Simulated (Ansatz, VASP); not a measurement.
## One calculation of BN, two programs

File INCAR:

```
  PREC = Accurate
  ENCUT = 520
  EDIFF = 1E-6
  ISMEAR = 0
  SIGMA = 0.05
  LREAL = F
  LASPH = T
  NELM = 60
  ALGO = Normal
  ISIF = 2
  LWAVE = F
  LCHARG = T
  GGA = PS
  LELF = T
  LVHAR = T
  NBANDS = 16
```

File KPOINTS:

```
Automatic mesh
0
Gamma
  12 12 4
```

The input POSCAR:

```
BN
1.0
    2.6001916434      0.0000000000      0.0000000000
   -1.3000958217      2.2518320178      0.0000000000
    0.0000000000      0.0000000000      7.3049661876
B N
2 2
Direct
    0.3333333333      0.6666666667      0.2500000000
    0.6666666667      0.3333333333      0.7500000000
    0.3333333333      0.6666666667      0.7500000000
    0.6666666667      0.3333333333      0.2500000000
```

Input for Ansatz:

```yaml
crystal:
  lattice:
    - [2.6001916434, 0.0, 0.0]
    - [-1.3000958217, 2.2518320178, 0.0]
    - [0.0, 0.0, 7.3049661876]
  atoms:
    - { symbol: B, position: [0.3333333333, 0.6666666667, 0.25] }
    - { symbol: B, position: [0.6666666667, 0.3333333333, 0.75] }
    - { symbol: "N", position: [0.3333333333, 0.6666666667, 0.75] }
    - { symbol: "N", position: [0.6666666667, 0.3333333333, 0.25] }
basis:
  ecutwfc: 520.0
kpoints:
  mp_grid: { grid: [12, 12, 4] }
hamiltonian:
  xc: pbesol
  pseudopotentials: { kind: paw, azcp: { folder: soft_1 } }
scf:
  occupations: { method: gaussian, width: 0.05 }
output:
  forces: true
  stress: true
  eigenvalues: true
```

Alike in both runs: task single point; functional PBEsol; k mesh 12 × 12 × 4; occupations gaussian, width 0.05 eV; no spin polarisation.

|  | VASP | Ansatz |
| --- | --- | --- |
| version | VASP 6.6.1 | Ansatz 0.2.0 |
| potentials or method | VASP PAW PBE potentials, release 64 (B, N), cutoff 520 eV | scalar-relativistic, plane waves, PAW |
| valence electrons in the cell | 16 | 16 |

Ansatz gave:

| Property | Result |
| --- | --- |
| gap on the k mesh at the Fermi level (eV) | 4.13 |
| least direct gap on the mesh (eV) | 4.33 |
| pressure (GPa) | -21.2 |
| traceless stress, the component that is largest in VASP (GPa) | 20.84 |

Task: What did VASP give for the same quantities?

Result: gap on the k mesh at the Fermi level (eV): 4.12; least direct gap on the mesh (eV): 4.32; pressure (GPa): -20.8; traceless stress, the component that is largest in VASP (GPa): 20.42.

VASP's potentials were made for PBE, not for PBEsol, and Ansatz warns of the same on its side. With one functional, cell and mesh, what is left measures potentials, basis and numerics.
